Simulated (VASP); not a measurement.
A run of VASP 6.6.1 is set up as follows.

Contents of INCAR:

```
SYSTEM = NaCl
  PREC = Accurate
  ENCUT = 520
  EDIFF = 1E-6
  ISMEAR = 0
  SIGMA = 0.05
  LREAL = .False.
  LASPH = .True.
  NELM = 80
  ALGO = Normal
  ISIF = 2
  LWAVE = .False.
  LCHARG = .False.
  GGA = PS
  NBANDS = 14
```

The input KPOINTS:

```
regular mesh
0
Gamma
  10 10 10
  0 0 0
```

The input POSCAR:

```
NaCl
1.0
    0.0000000000      2.8008273077      2.8008273077
    2.8008273077      0.0000000000      2.8008273077
    2.8008273077      2.8008273077      0.0000000000
Na Cl
1 1
Direct
    0.0000000000      0.0000000000      0.0000000000
    0.5000000000      0.5000000000      0.5000000000
```

Potentials or basis: VASP PAW PBE potentials, release 64 (Na_pv, Cl).

Launch:

```sh
$ cat potpaw_PBE.64/Na_pv/POTCAR potpaw_PBE.64/Cl/POTCAR > POTCAR
$ mpirun -np 1 vasp_std > vasp.out
```

Question: What does it give for the pressure?

Answer: 0.0 GPa.

Question: Estimate the band gap on the k mesh.

Answer: 5.01 eV, direct.

Caveat: the PAW data sets were made with another functional, which shifts forces and pressure a little. A k mesh can miss the band edges.
